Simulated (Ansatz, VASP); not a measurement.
One calculation of Cu, two programs

```
CELL_PARAMETERS angstrom
2.53410 0.00000 0.00000
-1.26705 2.19459 0.00000
0.00000 0.00000 4.11257
ATOMIC_POSITIONS crystal
Cu 0.33333 0.66667 0.25000
Cu 0.66667 0.33333 0.75000
```

Alike in both runs: task single point; functional PBE; k mesh 3 × 3 × 2; occupations gaussian, width 0.1 eV; no spin polarisation.

```csv
,VASP,Ansatz
version,VASP 6.6.1,Ansatz 0.2.0
potentials or method,"VASP PAW PBE potentials, release 64 (Cu), cutoff 600 eV","scalar-relativistic, plane waves, PAW"
valence electrons in the cell,22,38
```

|  | VASP | Ansatz | Ansatz less VASP |
| --- | --- | --- | --- |
| gap on the k mesh at the Fermi level (eV) | none | none | - |
| pressure (GPa) | 6.8 | 6.2 | -0.62 |
| traceless stress, the component that is largest in VASP (GPa) | -0.03 | 1.52 | +1.544 |

A gap of «none» marks a metal or a gap that the smearing closes. VASP's potentials hold 22 valence electrons a cell and Ansatz's 38, so a difference there can come from the potentials and not from the codes.

The k mesh is coarse, so the values compare programs but aren't converged.
